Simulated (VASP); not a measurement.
Mn3AlN4: single point with PBE

The system is Mn3AlN4.

```xyz
8
Lattice="-2.1529 2.1529 4.2901 2.1529 -2.1529 4.2901 2.1529 2.1529 -4.2901" Properties=species:S:1:pos:R:3 pbc="T T T"
Mn    2.1529    0.0000    2.1451
Mn    0.0000    2.1529    2.1451
Mn    0.0000    0.0000    4.2901
Al    0.0000    0.0000    0.0000
N     1.0572   -1.0572    5.3858
N    -1.0572    1.0572    5.3858
N     1.0957    1.0957   -1.0957
N     1.0572    1.0572    3.1944
```

```
Program             : VASP 6.6.1
Task                : single point
Functional          : PBE
Potentials or basis : VASP PAW PBE potentials, release 64 (Mn_pv, Al, N)
Cutoff              : 520 eV
k mesh              : 10 × 10 × 10
Occupations         : gaussian, width 0.1 eV
Spin                : no spin polarisation
```

```json
{"Pressure": "0.5 GPa", "Largest force": "0.055 eV/Å", "Band gap on the k mesh": "zero (bands 31 and 32 overlap by 0.06 eV)"}
```

Forces in eV/Å, atoms in the order of the input:
```
Mn   0.000  0.000  0.000
Mn   0.000  0.000  0.000
Mn   0.000  0.000  0.000
Al   0.000  0.000  0.000
N    0.032 -0.032 -0.032
N   -0.032  0.032 -0.032
N   -0.032 -0.032  0.032
N    0.032  0.032  0.032
```

Levels at points of the mesh, in eV from the Fermi level:
```tsv
k point	band 28	band 29	band 30	band 31	band 32	band 33	band 34	band 35
(0.00, 0.00, 0.00)	-1.40	-0.74	-0.40	-0.34	0.18	0.31	0.98	0.98
(0.50, 0.00, 0.00)	-0.60	-0.51	-0.35	-0.29	0.11	0.44	1.44	1.71
(0.50, 0.50, 0.00)	-0.49	-0.34	-0.32	-0.08	0.20	0.96	0.96	1.59
(0.50, 0.50, 0.50)	-1.14	-0.96	-0.36	-0.08	0.27	0.42	0.97	1.68
```

Wall time 7.3 min on 1 thread of Intel(R) Xeon(R) Platinum 8488C (Sapphire Rapids), on a shared host, peak memory 0.43 GiB.

Caveat: the run has no spin polarisation, though such a crystal can be magnetic. Spin polarisation is off, so any magnetic state and its effect on volume and gap are missing.
